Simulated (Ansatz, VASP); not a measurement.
**One calculation of TaAs, two programs**

```
Ta As
1.0
    -1.74447    1.74447    5.94516
     1.74447   -1.74447    5.94516
     1.74447    1.74447   -5.94516
Ta As
2 2
Cartesian
  0.0000 0.0000 5.9448
  1.7445 0.0000 2.9722
  0.0000 0.0000 0.9825
  0.0000 1.7445 3.9551
```

Change from the starting cell: volume scaled by 1.04.

Alike in both runs: task single point; functional LDA; k mesh 11 × 11 × 11; occupations fermi-dirac, width 0.05 eV; no spin polarisation.

```csv
,VASP,Ansatz
version,VASP 6.6.1,Ansatz 0.2.0
potentials or method,"VASP PAW LDA potentials, release 64 (Ta_pv, As), cutoff 520 eV","all-electron LAPW, scalar-relativistic"
```

```csv
,VASP,Ansatz,Ansatz less VASP
gap on the k mesh at the Fermi level (eV),none,none,-
pressure (GPa),-12.7,-13.5,-0.74
"traceless stress, the component that is largest in VASP (GPa)",0.52,0.60,+0.081
```

LDA's correlation is that of Perdew and Zunger in VASP and of Perdew and Wang (1992) in Ansatz. A gap of «none» marks a metal or a gap that the smearing closes. Ansatz ran all-electron here, and VASP with PAW potentials.

Neither program's run includes spin-orbit coupling.
